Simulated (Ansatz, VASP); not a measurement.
## I in VASP and in Ansatz

The input INCAR:

```
SYSTEM = I
ALGO = Normal ; EDIFF = 1E-6
ENCUT = 520 ; GGA = PS
ISIF = 2 ; ISMEAR = 0
LASPH = .True. ; LCHARG = .False.
LREAL = .False. ; LWAVE = .False.
NBANDS = 22 ; NELM = 60
PREC = Accurate ; SIGMA = 0.02
```

KPOINTS

```
k-points
0
Gamma
  8 8 4
  0 0 0
```

POSCAR

```
I
1.0
    3.5183848000     -2.2822761500      0.0000000000
    3.5183848000      2.2822761500      0.0000000000
    0.0000000000      0.0000000000      9.4275288000
I
4
Direct
    0.8782896097      0.1703670549      0.0990011152
    0.6217103903      0.3296329451      0.5990011152
    0.1703670549      0.8782896097      0.9009988848
    0.3296329451      0.6217103903      0.4009988848
```

Input for Ansatz:

```yaml
crystal:
  lattice:
    - [3.5183848, -2.28227615, 0.0]
    - [3.5183848, 2.28227615, 0.0]
    - [0.0, 0.0, 9.4275288]
  atoms:
    - { symbol: I, position: [0.8782896097, 0.1703670549, 0.0990011152] }
    - { symbol: I, position: [0.6217103903, 0.3296329451, 0.5990011152] }
    - { symbol: I, position: [0.1703670549, 0.8782896097, 0.9009988848] }
    - { symbol: I, position: [0.3296329451, 0.6217103903, 0.4009988848] }
basis:
  ecutwfc: 420
kpoints:
  mp_grid: { grid: [8, 8, 4] }
hamiltonian:
  xc: pbesol
scf:
  occupations: { method: gaussian, width: 0.02 }
output:
  forces: true
  stress: true
  eigenvalues: true
```

Alike in both runs: task single point; functional PBEsol; k mesh 8 × 8 × 4; occupations gaussian, width 0.02 eV; no spin polarisation.

|  | VASP | Ansatz |
| --- | --- | --- |
| version | VASP 6.6.1 | Ansatz 0.2.0 |
| potentials or method | VASP PAW PBE potentials, release 64 (I), cutoff 520 eV | scalar-relativistic, plane waves, PAW |
| valence electrons in the cell | 28 | 68 |

|  | VASP | Ansatz | Ansatz less VASP |
| --- | --- | --- | --- |
| gap on the k mesh at the Fermi level (eV) | 2.29 | 2.30 | +0.002 |
| least direct gap on the mesh (eV) | 2.57 | 2.58 | +0.005 |
| pressure (GPa) | 15.8 | 15.6 | -0.22 |
| traceless stress, the component that is largest in VASP (GPa) | -15.69 | -15.45 | +0.236 |
| rms of the force components (eV/Å) | 5.463 | 5.386 | -0.0773 |

VASP's potentials were made for PBE, not for PBEsol. Atom by atom the forces differ by 0.077 eV/Å (rms over components). VASP's potentials hold 28 valence electrons a cell and Ansatz's 68, so a difference there can come from the potentials and not from the codes.

Spin-orbit coupling is off throughout.
